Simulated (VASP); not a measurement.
Crystal: BaTiO3.

```
Ba Ti O
1.0
     4.00730    0.00000    0.00000
     0.00000    4.00730    0.00000
     0.00000    0.00000    4.00730
Ba Ti O
1 1 3
Direct
  0.50000 0.50000 0.50000
  0.00000 0.00000 0.00000
  0.50000 0.00000 0.00000
  0.00000 0.50000 0.00000
  0.00000 0.00000 0.50000
```

| Quantity | Value |
| --- | --- |
| Program | VASP 6.6.1 |
| Task | relaxation of cell and atoms |
| Functional | PBE |
| Potentials or basis | VASP PAW PBE potentials, release 64 (Ba_sv, Ti_sv, O) |
| Cutoff | 600 eV |
| k mesh | 8 × 8 × 8 |
| Occupations | gaussian, width 0.02 eV |
| Spin | no spin polarisation |

At the start: pressure 3.1 GPa; volume 12.87 Å³/atom.

Q: Where does the relaxation end?

A: Over 3 steps the energy falls by 2.3 meV/atom and the volume is 13.11 Å³/atom (+1.9 %); space group Pm-3m (No. 221, to 0.1 Å) before and after.

Step by step:
| step | energy change (eV) | largest force (eV/Å) | pressure (GPa) | volume (Å³) |
| --- | --- | --- | --- | --- |
| 1 | 0.0000 | 0.0000 | 3.09 | 64.35 |
| 2 | -0.0015 | 0.0000 | -2.69 | 66.69 |
| 3 | -0.0113 | 0.0000 | 0.00 | 65.55 |

Final structure:
```
CELL_PARAMETERS angstrom
4.03194 0.00000 0.00000
0.00000 4.03194 0.00000
0.00000 0.00000 4.03194
ATOMIC_POSITIONS crystal
Ba 0.50000 0.50000 0.50000
Ti 0.00000 0.00000 0.00000
O 0.50000 0.00000 0.00000
O 0.00000 0.50000 0.00000
O 0.00000 0.00000 0.50000
```
